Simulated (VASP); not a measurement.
Mo: single point with LDA

Crystal: Mo.

```xyz
1
Lattice="-1.5750 1.5750 1.5750 1.5750 -1.5750 1.5750 1.5750 1.5750 -1.5750" Properties=species:S:1:pos:R:3 pbc="T T T"
Mo    0.0000    0.0000    0.0000
```

```yaml
Program: VASP 6.6.1
Task: single point
Functional: LDA
Potentials_or_basis: VASP PAW LDA potentials, release 64 (Mo_sv)
Cutoff: 520 eV
k_mesh: 18 × 18 × 18
Occupations: gaussian, width 0.05 eV
Spin: no spin polarisation
```

| Property | Result |
| --- | --- |
| Pressure | -9.1 GPa |
| Band gap on the k mesh | zero (bands 7 and 8 overlap by 5.39 eV) |

Levels at points of the mesh, in eV from the Fermi level:
```tsv
k point	band 4	band 5	band 6	band 7	band 8	band 9	band 10	band 11
(0.00, 0.00, 0.00)	-34.39	-7.25	-1.39	-1.39	-1.39	1.61	1.61	14.81
(0.50, 0.00, 0.00)	-34.41	-5.36	-3.43	1.64	1.66	2.26	4.76	11.61
(0.50, 0.50, 0.50)	-35.37	-5.49	-5.49	3.99	3.99	3.99	9.03	9.03
```

Run time: 37 s on 1 thread of Intel Xeon 8259CL, with other jobs on the host, peak memory 0.15 GiB.

Caveat: the cell stands under tension.
